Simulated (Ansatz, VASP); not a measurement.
# Two plane-wave programs on LiH

File POSCAR:

```
LiH
1.0
    0.0000000000      1.9549035407      1.9549035407
    1.9549035407      0.0000000000      1.9549035407
    1.9549035407      1.9549035407      0.0000000000
Li H
1 1
Direct
    0.0000000000      0.0000000000      0.0000000000
    0.5000000000      0.5000000000      0.5000000000
```

INCAR.step1

```
PREC = Accurate
ENCUT = 520
EDIFF = 1E-5
ISMEAR = -1
SIGMA = 0.05
LREAL = False
LASPH = True
NELM = 60
ALGO = Normal
ISIF = 2
LWAVE = True
LCHARG = False
GGA = PE
NBANDS = 9
```

The input INCAR.step2:

```
PREC = Accurate
ENCUT = 520
EDIFF = 1E-6
ISMEAR = -1
SIGMA = 0.05
LREAL = False
LASPH = True
NELM = 60
ALGO = Normal
ISIF = 2
LWAVE = False
LCHARG = False
GGA = PE
LHFCALC = True
HFSCREEN = 0.2079
PRECFOCK = Normal
ISTART = 1
NBANDS = 9
```

The input KPOINTS:

```
regular mesh
0
Gamma
  4 4 4
```

Input for Ansatz:

```yaml
crystal:
  lattice:
    - [0.0, 1.9549035407, 1.9549035407]
    - [1.9549035407, 0.0, 1.9549035407]
    - [1.9549035407, 1.9549035407, 0.0]
  atoms:
    - { symbol: Li, position: [0.0, 0.0, 0.0] }
    - { symbol: H, position: [0.5, 0.5, 0.5] }
kpoints:
  mp_grid: { grid: [4, 4, 4] }
hamiltonian:
  xc: hse06
  pseudopotentials:
    kind: paw
    azcp:
      H: "pseudopotentials/pbe/paw/ansatz_paw_generated_hard_1/H.paw.azcp"
      Li: "pseudopotentials/pbe/paw/ansatz_paw_generated_hard_1/Li.paw.azcp"
scf:
  occupations: { method: fermi_dirac, width: 0.05 }
  convergence: { dr2_threshold: "1e-10 eV" }
  exx: { energy_threshold: "2e-8 eV", singularity: regularized }
output:
  forces: true
  stress: true
  eigenvalues: true
```

Alike in both runs: task single point; functional HSE06; k mesh 4 × 4 × 4; occupations fermi-dirac, width 0.05 eV; no spin polarisation.

|  | VASP | Ansatz |
| --- | --- | --- |
| version | VASP 6.6.1 | Ansatz 0.2.0 development build |
| potentials or method | VASP PAW PBE potentials, release 64 (Li_sv, H) | plane waves, PAW datasets (generated hard set |
| plane-wave cutoff (eV) | 520 | 700 |
| valence electrons in the cell | 4 | 4 |

```tsv
	VASP	Ansatz	Ansatz less VASP
gap on the k mesh at the Fermi level (eV)	3.96	3.96	+0.002
```

The k mesh is coarse, so the values compare programs but aren't converged. Noted on VASP's run: the cutoff is short for stress, so the pressure is rough.
